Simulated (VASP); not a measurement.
# LaSb (Fm-3m) in VASP: notebook

Runs on LaSb. Level: LDA. Tasks: single point.

Everything below comes from runs of VASP 6.6.1. Logs are shortened: lines on timing, memory, paths and dates and some standing lists are left out, and cuts for length are marked.

### Step 1. The cell of the first run

The structure is cubic, space group Fm-3m (No. 225). The conventional cell has a = 6.266 Å, b = 6.266 Å, c = 6.266 Å, α = 90.00°, β = 90.00°, γ = 90.00°. La (site symmetry m-3m) has 6 Sb at 3.13 Å within 4.1 Å. Within 4.1 Å of Sb (site symmetry m-3m) lie 6 La at 3.13 Å.

### Step 2. Single point, LDA

Input file INCAR:

```
  PREC = Accurate
  ENCUT = 520
  EDIFF = 1E-6
  ISMEAR = -1
  SIGMA = 0.05
  LREAL = F
  LASPH = T
  NELM = 80
  ALGO = Normal
  ISIF = 2
  LWAVE = F
  LCHARG = F
  NBANDS = 15
```

Input file KPOINTS:

```
Automatic mesh
0
Gamma
  10 10 10
```

Input file POSCAR:

```
LaSb
1.0
    0.0000000000      3.1330130530      3.1330130530
    3.1330130530      0.0000000000      3.1330130530
    3.1330130530      3.1330130530      0.0000000000
La Sb
1 1
Direct
    0.0000000000      0.0000000000      0.0000000000
    0.5000000000      0.5000000000      0.5000000000
```

Potentials or basis: VASP PAW LDA potentials, release 64 (La, Sb).

Started as:

```sh
cat potpaw_LDA.64/La/POTCAR potpaw_LDA.64/Sb/POTCAR > POTCAR
mpirun -np 1 vasp_std > vasp.out
```

OUTCAR:

```text
PREC = Accurate
   ENCUT = 520
   EDIFF = 1E-6
   ISMEAR = -1
   LREAL = F
   LASPH = T
   NELM = 80
   ISIF = 2

 ion  position               nearest neighbor table
   1  0.000  0.000  0.000-   2 3.13   2 3.13   2 3.13   2 3.13   2 3.13   2 3.13
   2  0.500  0.500  0.500-   1 3.13   1 3.13   1 3.13   1 3.13   1 3.13   1 3.13

  LATTYP: Found a face centered cubic cell.
 ALAT       =     6.2660261060

  Lattice vectors:

 A1 = (   0.0000000000,   3.1330130530,   3.1330130530)
 A2 = (   3.1330130530,   0.0000000000,   3.1330130530)
 A3 = (   3.1330130530,   3.1330130530,   0.0000000000)

Analysis of symmetry for initial positions (statically):
=====================================================================
 Subroutine PRICEL returns:
 Original cell was already a primitive cell.

 Routine SETGRP: Setting up the symmetry group for a
 face centered cubic supercell.

 Subroutine GETGRP returns: Found 48 space group operations
 (whereof 48 operations were pure point group operations)
 out of a pool of 48 trial point group operations.

The static configuration has the point symmetry O_h .

Analysis of symmetry for dynamics (positions and initial velocities):
=====================================================================
 Subroutine PRICEL returns:
 Original cell was already a primitive cell.

 Routine SETGRP: Setting up the symmetry group for a
 face centered cubic supercell.

 Subroutine GETGRP returns: Found 48 space group operations
 (whereof 48 operations were pure point group operations)
 out of a pool of 48 trial point group operations.

The dynamic configuration has the point symmetry O_h .

 Subroutine INISYM returns: Found 48 space group operations
 (whereof 48 operations are pure point group operations),
 and found     1 'primitive' translations

----------------------------------------------------------------------------------------

                                     Primitive cell

  volume of cell :      61.5059

  direct lattice vectors                    reciprocal lattice vectors
     0.000000000  3.133013053  3.133013053    -0.159590781  0.159590781  0.159590781
     3.133013053  0.000000000  3.133013053     0.159590781 -0.159590781  0.159590781
     3.133013053  3.133013053  0.000000000     0.159590781  0.159590781 -0.159590781

  length of vectors
     4.430749551  4.430749551  4.430749551     0.276419341  0.276419341  0.276419341

  position of ions in fractional coordinates (direct lattice)
     0.000000000  0.000000000  0.000000000
     0.500000000  0.500000000  0.500000000

  ion indices of the primitive-cell ions
   primitive index   ion index
                 1           1
                 2           2

----------------------------------------------------------------------------------------

 KPOINTS: Automatic mesh

Automatic generation of k-mesh.
 Grid dimensions read from file:
 generate k-points for:   10   10   10

 Generating k-lattice:

  Cartesian coordinates                     Fractional coordinates (reciprocal lattice)
    -0.015959078  0.015959078  0.015959078     0.100000000  0.000000000  0.000000000
     0.015959078 -0.015959078  0.015959078     0.000000000  0.100000000  0.000000000
     0.015959078  0.015959078 -0.015959078     0.000000000  0.000000000  0.100000000

  Length of vectors
     0.027641934  0.027641934  0.027641934

  Shift w.r.t. Gamma in fractional coordinates (k-lattice)
     0.000000000  0.000000000  0.000000000

 Subroutine IBZKPT returns following result:
 ===========================================

 Found     47 irreducible k-points:

 Following reciprocal coordinates:
            Coordinates               Weight
  0.000000  0.000000  0.000000      1.000000
  0.100000  0.000000  0.000000      8.000000
  0.200000  0.000000  0.000000      8.000000
  0.300000  0.000000  0.000000      8.000000
  0.400000  0.000000  0.000000      8.000000
  0.500000  0.000000  0.000000      4.000000
[... 16 lines left out ...]
  0.300000  0.300000  0.000000      6.000000
  0.400000  0.300000  0.000000     24.000000
 [... further k-points ...]
   k-points           NKPTS =     47   k-points in BZ     NKDIM =     47   number of bands    NBANDS=     15
   number of dos      NEDOS =    301   number of ions     NIONS =      2
   total plane-waves  NPLWV =  46656
   dimension x,y,z NGX =    36 NGY =   36 NGZ =   36
   dimension x,y,z NGXF=    72 NGYF=   72 NGZF=   72
   ions per type =               1   1
   NGX,Y,Z   is equivalent  to a cutoff of  13.51, 13.51, 13.51 a.u.
   NGXF,Y,Z  is equivalent  to a cutoff of  27.02, 27.02, 27.02 a.u.
 SYSTEM =  unknown system
   PREC   = accura    normal or accurate (medium, high low for compatibility)
   ISTART =      0    job   : 0-new  1-cont  2-samecut
   ICHARG =      2    charge: 1-file 2-atom 10-const
   ISPIN  =      1    spin polarized calculation?
   LNONCOLLINEAR =      F non collinear calculations
   LSORBIT =      F    spin-orbit coupling
   LASPH  =      T    aspherical Exc in radial PAW
   ENCUT  =  520.0 eV  38.22 Ry    6.18 a.u.   8.24  8.24  8.24*2*pi/ulx,y,z
   NELM   =     80;   NELMIN=  2; NELMDL= -5     # of ELM steps
   EDIFF  = 0.1E-05   stopping-criterion for ELM
   LREAL  =      F    real-space projection
   EDIFFG = 0.1E-04   stopping-criterion for IOM
   NSW    =      0    number of steps for IOM
   IBRION =     -1    ionic relax: 0-MD 1-quasi-New 2-CG
   NFREE  =      0    steps in history (QN), initial steepest desc. (CG)
   ISIF   =      2    stress and relaxation
   ISYM   =      2    0-nonsym 1-usesym 2-fastsym
   POTIM  = 0.5000    time-step for ionic-motion
   TEBEG  =    0.0;   TEEND  =   0.0 temperature during run
   PSTRESS=    0.0 pullay stress
   NELECT =      16.0000    total number of electrons
   NUPDOWN=      -1.0000    fix difference up-down
   EMIN   =  10.00;   EMAX   =-10.00  energy-range for DOS
   EFERMI =   0.00;   METHOD = LEGACY
   ISMEAR =    -1;   SIGMA  =   0.05  broadening in eV -4-tet -1-fermi 0-gaus
   EFERMI_NEDOS =   21; number of points for ismear=-14 and -15
   IALGO  =     38    algorithm
   IMIX   =      4    mixing-type and parameters
     AMIX     =   0.40;   BMIX     =  1.00
     AMIX_MAG =   1.60;   BMIX_MAG =  1.00
  volume/ion in A,a.u.               =      30.75       207.53
  Fermi-wavevector in a.u.,A,eV,Ry     =   1.045063  1.974883 14.859704  1.092157
  Thomas-Fermi vector in A             =   2.179843
   LORBIT       =      0    0 simple, 1 ext, 2 COOP (PROOUT), +10 PAW based schemes
   GGA     = CA    functional components
   LHFCALC =     F    Hartree Fock is set to
   AEXX    =    0.0000 exact exchange contribution
   IVDW    =     0    specifies the selected vdW correction
   LEPSILON=     F    determine dielectric tensor
   LRPA    =     F    only Hartree local field effects (RPA)
 non-spin polarized calculation
  energy-cutoff  :      520.00
  volume of cell :       61.51
 maximum number of plane-waves:      1676
 NGX is ok and might be reduce to    36
   NGX = 17   NGY = 17   NGZ = 17

 number of electron      16.0000000 magnetization

 Free energy of the ion-electron system (eV)
  ---------------------------------------------------
  ext. energy  EPLUGINS =         0.00000000
  ---------------------------------------------------
  free energy    TOTEN  =       -12.85634023 eV

  energy without entropy =      -12.85394864  energy(sigma->0) =      -12.85514444

 E-fermi :   7.5549     XC(G=0): -10.0531

 val. band max:        7.5043394976   @ k =   0.3000   0.3000   0.0000
 cond. band min:       7.5914705233   @ k =   0.1000   0.1000   0.0000
 fundamental gap:      0.0871310257
 Fermi energy:         7.5548630799

 k-point     1 :       0.0000    0.0000    0.0000
  band No.  band energies     occupation
      1     -24.4740      2.00000
      2      -8.1582      2.00000
      3      -8.1582      2.00000
      4      -8.1582      2.00000
      5      -1.6495      2.00000
      6       7.8400      0.00665
      7       7.8400      0.00665
      8       7.8400      0.00665
      9       8.8171      0.00000
     10       8.8171      0.00000
     11       8.8171      0.00000
     12       9.6690      0.00000
     13       9.7191      0.00000
     14       9.7191      0.00000
     15      10.1771      0.00000

 k-point     2 :       0.1000    0.0000    0.0000
  band No.  band energies     occupation
      1     -24.4709      2.00000
      2      -8.2169      2.00000
      3      -8.1597      2.00000
      4      -8.1597      2.00000
      5      -1.5082      2.00000
      6       7.2432      1.99608
      7       7.4495      1.78303
      8       7.4495      1.78303
      9       8.8903      0.00000
     10       8.9591      0.00000
     11       8.9591      0.00000
     12       9.8001      0.00000
     13       9.8694      0.00000
     14       9.8694      0.00000
     15      10.1790      0.00000

 k-point     3 :       0.2000    0.0000    0.0000
  band No.  band energies     occupation
      1     -24.4626      2.00000
      2      -8.3631      2.00000
      3      -8.1634      2.00000
      4      -8.1634      2.00000
      5      -1.1271      2.00000
      6       6.1747      2.00000
      7       6.7904      2.00000
      8       6.7904      2.00000
      9       8.9591      0.00000
     10       9.2640      0.00000
     11       9.2640      0.00000
     12       9.9842      0.00000
     13       9.9964      0.00000
     14       9.9964      0.00000
     15      10.1822      0.00000
[... 343 lines left out ...]
 k-point    23 :       0.3000    0.3000    0.0000
  band No.  band energies     occupation
      1     -24.4444      2.00000
      2      -8.4453      2.00000
      3      -8.2577      2.00000
      4      -8.2577      2.00000
      5      -0.8919      2.00000
      6       5.2964      2.00000
      7       7.2892      1.99020
      8       7.2892      1.99020
      9       7.5043      1.46622
     10       9.8703      0.00000
     11       9.9064      0.00000
     12       9.9064      0.00000
     13       9.9661      0.00000
     14      10.0791      0.00000
     15      10.4286      0.00000

 k-point    24 :       0.4000    0.3000    0.0000
  band No.  band energies     occupation
      1     -24.4375      2.00000
      2      -8.5012      2.00000
      3      -8.2851      2.00000
      4      -8.2713      2.00000
      5      -0.8347      2.00000
      6       5.4329      2.00000
      7       6.7577      2.00000
      8       7.1110      1.99972
      9       7.8500      0.00545
     10       9.8881      0.00000
     11       9.9233      0.00000
     12       9.9658      0.00000
     13       9.9822      0.00000
     14      10.1082      0.00000
     15      10.3089      0.00000

 [... further k-points ...]
[... 5 lines left out ...]
  --------------------------------------------------------------------------------------
  -------------------------------------------------------------------------------------
  Total        1.7252885      1.7252885      1.7252885      0.0000000      0.0000000     -0.0000000
  in kB       44.9423410     44.9423410     44.9423410      0.0000000      0.0000000     -0.0000000
  external PRESSURE =      44.9423410 kB  Pullay stress =       0.0000000 kB

 VOLUME and BASIS-vectors are now :
 -----------------------------------------------------------------------------
  energy-cutoff  :      520.00
  volume of cell :       61.51
      direct lattice vectors                 reciprocal lattice vectors
     0.000000000  3.133013053  3.133013053    -0.159590781  0.159590781  0.159590781
     3.133013053  0.000000000  3.133013053     0.159590781 -0.159590781  0.159590781
     3.133013053  3.133013053  0.000000000     0.159590781  0.159590781 -0.159590781

 POSITION                                       TOTAL-FORCE (eV/Angst)
 -----------------------------------------------------------------------------------
      0.00000      0.00000      0.00000        -0.000000      0.000000     -0.000000
      3.13301      3.13301      3.13301         0.000000     -0.000000      0.000000
 -----------------------------------------------------------------------------------
    total drift:                               -0.000000      0.000000      0.000000

  FREE ENERGIE OF THE ION-ELECTRON SYSTEM (eV)
  ---------------------------------------------------
  free  energy   TOTEN  =       -12.8563402308 eV

  energy  without entropy=      -12.8539486428  energy(sigma->0) =      -12.85514444
```

Run time: 20 s. Hardware: 1 thread of Intel Xeon 6975P-C (Granite Rapids), shared host; peak memory 0.21 GiB.

What came out:

- Free energy: -12.8563 eV
- Pressure: 4.5 GPa
- Band gap on the k mesh: zero (bands 8 and 9 overlap by 0.47 eV)

Caveat: the cell stands under pressure; spin-orbit coupling is left out, which moves the levels of the heavy elements.

[end of part 1 of 2]
